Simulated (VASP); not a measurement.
NaSr2Sn3:

```
Na Sr Sn
1.0
     6.81367    0.00000    0.00000
    -3.40684    5.90081    0.00000
     0.00000    0.00000    3.83031
Na Sr Sn
1 2 3
Direct
  0.00000 0.00000 0.00000
  0.33333 0.66667 0.00000
  0.66667 0.33333 0.00000
  0.50000 0.00000 0.50000
  0.50000 0.50000 0.50000
  0.00000 0.50000 0.50000
```

The cell was generated, and may not be a known phase.

```yaml
Program: VASP 6.6.1
Task: relaxation of cell and atoms
Functional: PBE
Potentials_or_basis: VASP PAW PBE potentials, release 64 (Na_pv, Sr_sv, Sn_d)
Cutoff: 600 eV
k_mesh: 3 × 3 × 4
Occupations: gaussian, width 0.1 eV
Spin: no spin polarisation
```

At the start: pressure 30.8 GPa; volume 25.67 Å³/atom.

**Question.** Where does the relaxation end?

**Answer.** Over 12 steps the energy falls by 1280.7 meV/atom and the volume is 37.23 Å³/atom (+45.0 %); space group P6/mmm (No. 191, to 0.1 Å) before and after.

The path:
| step | energy change (eV) | largest force (eV/Å) | pressure (GPa) | volume (Å³) |
| --- | --- | --- | --- | --- |
| 1 | 0.0000 | 0.0000 | 30.77 | 154.00 |
| 2 | -6.7101 | 0.0000 | -2.65 | 290.46 |
| 3 | -6.9914 | 0.0000 | 0.04 | 248.60 |
| 4 | -7.0038 | 0.0000 | -0.81 | 258.16 |
| 5 | -7.0061 | 0.0000 | -0.61 | 255.74 |
| 6 | -7.2700 | 0.0000 | -0.81 | 251.37 |
| 7 | -7.5954 | 0.0000 | -0.98 | 240.26 |
| 8 | -6.7382 | 0.0000 | 0.52 | 212.24 |
| 9 | -7.6360 | 0.0000 | -1.06 | 236.96 |
| 10 | -7.6430 | 0.0000 | -1.09 | 235.34 |
| 11 | -7.6814 | 0.0000 | 0.30 | 220.54 |
| 12 | -7.6839 | 0.0000 | -0.01 | 223.37 |

Final structure:
```cif
data_structure
_symmetry_space_group_name_H-M 'P 1'
_symmetry_Int_Tables_number 1
_cell_length_a 6.8829
_cell_length_b 6.8829
_cell_length_c 5.4443
_cell_angle_alpha 90.000
_cell_angle_beta 90.000
_cell_angle_gamma 120.000
_cell_volume 223.37
loop_
_atom_site_label
_atom_site_type_symbol
_atom_site_fract_x
_atom_site_fract_y
_atom_site_fract_z
_atom_site_occupancy
Na1 Na 0.00000 0.00000 0.00000 1
Sr1 Sr 0.33333 0.66667 0.00000 1
Sr2 Sr 0.66667 0.33333 0.00000 1
Sn1 Sn 0.50000 0.00000 0.50000 1
Sn2 Sn 0.50000 0.50000 0.50000 1
Sn3 Sn 0.00000 0.50000 0.50000 1
```

Caveat: the k points lie up to 0.35 Å⁻¹ apart in the final cell, too coarse for converged energies and pressures of a metal; the volume moved by over 15 % at a fixed basis, so the end points are rough.
